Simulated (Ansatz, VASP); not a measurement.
One calculation of Si, two programs

File INCAR:

```
SYSTEM = Si
PREC     = Accurate       ! precision mode
ENCUT    = 500            ! plane-wave cutoff, eV
EDIFF    = 1E-6           ! SCF threshold, eV
ISMEAR   = 0              ! smearing method
SIGMA    = 0.02           ! smearing width, eV
LREAL    = .FALSE.        ! projectors in reciprocal space
LASPH    = .TRUE.         ! aspherical terms in the spheres
NELM     = 120            ! most SCF steps
ALGO     = Normal         ! electronic algorithm
ISIF     = 2              ! what is computed and relaxed
LWAVE    = .FALSE.        ! write WAVECAR
LCHARG   = .FALSE.        ! write CHGCAR
GGA      = PE             ! functional
NBANDS   = 11             ! bands
GGA_COMPAT= .FALSE.
```

KPOINTS

```
Automatic mesh
0
G
  8 8 8
  0 0 0
```

The input POSCAR:

```
Si
1.0
    0.0000000000      2.7351077115      2.7351077115
    2.7351077115      0.0000000000      2.7351077115
    2.7351077115      2.7351077115      0.0000000000
Si
2
Direct
    0.7500000000      0.7500000000      0.7500000000
    0.5000000000      0.5000000000      0.5000000000
```

Input for Ansatz:

```yaml
crystal:
  lattice:
    - [0.0, 2.7351077115, 2.7351077115]
    - [2.7351077115, 0.0, 2.7351077115]
    - [2.7351077115, 2.7351077115, 0.0]
  atoms:
    - { symbol: Si, position: [0.75, 0.75, 0.75] }
    - { symbol: Si, position: [0.5, 0.5, 0.5] }
basis:
  ecutwfc: 420
kpoints:
  mp_grid: { grid: [8, 8, 8] }
hamiltonian:
  xc: pbe
  pseudopotentials: { kind: paw }
scf:
  occupations: { method: gaussian, width: 0.02 }
  mixing: { beta: 0.2 }
  n_extra_bands: 16
output:
  forces: false
  stress: false
  eigenvalues: true
  eigenstates:
    kpoints:
      - [0.0, 0.0, 0.0]
      - [0.0, 0.008706118, 0.008706118]
      - [0.0, -0.008706118, -0.008706118]
      - [0.008706118, 0.0, 0.008706118]
      - [-0.008706118, 0.0, -0.008706118]
      - [0.008706118, 0.008706118, 0.0]
      - [-0.008706118, -0.008706118, 0.0]
      - [0.006156155, 0.006156155, 0.01231231]
      - [-0.006156155, -0.006156155, -0.01231231]
      - [0.006156155, 0.01231231, 0.006156155]
      - [-0.006156155, -0.01231231, -0.006156155]
      - [0.01231231, 0.006156155, 0.006156155]
      - [-0.01231231, -0.006156155, -0.006156155]
      - [0.010052959, 0.010052959, 0.010052959]
      - [-0.010052959, -0.010052959, -0.010052959]
      - [0.0, 0.419271, 0.419271]
      - [0.0, 0.427977118, 0.427977118]
      - [0.0, 0.410564882, 0.410564882]
      - [0.008706118, 0.419271, 0.427977118]
      - [-0.008706118, 0.419271, 0.410564882]
      - [0.008706118, 0.427977118, 0.419271]
      - [-0.008706118, 0.410564882, 0.419271]
      - [0.006156155, 0.425427155, 0.43158331]
      - [-0.006156155, 0.413114845, 0.40695869]
      - [0.006156155, 0.43158331, 0.425427155]
      - [-0.006156155, 0.40695869, 0.413114845]
      - [0.01231231, 0.425427155, 0.425427155]
      - [-0.01231231, 0.413114845, 0.413114845]
      - [0.010052959, 0.429323959, 0.429323959]
      - [-0.010052959, 0.409218041, 0.409218041]
    e_range: [-2.108491, 2.108491]
checkpoint:
  read: start.run
  write: ck
  compress: false
  write_wavefunctions: false
  write_every: 100000
```

Alike in both runs: task single point; functional PBE; k mesh 8 × 8 × 8; occupations gaussian, width 0.02 eV; no spin polarisation.

```csv
,VASP,Ansatz
version,VASP 6.6.1,Ansatz 0.2.0
potentials or method,"VASP PAW PBE potentials, release 64 (Si), cutoff 500 eV","scalar-relativistic, plane waves, PAW"
valence electrons in the cell,8,8
```

|  | VASP | Ansatz | Ansatz less VASP |
| --- | --- | --- | --- |
| gap on the k mesh at the Fermi level (eV) | 0.65 | 0.65 | -0.003 |
| least direct gap on the mesh (eV) | 2.56 | 2.55 | -0.005 |
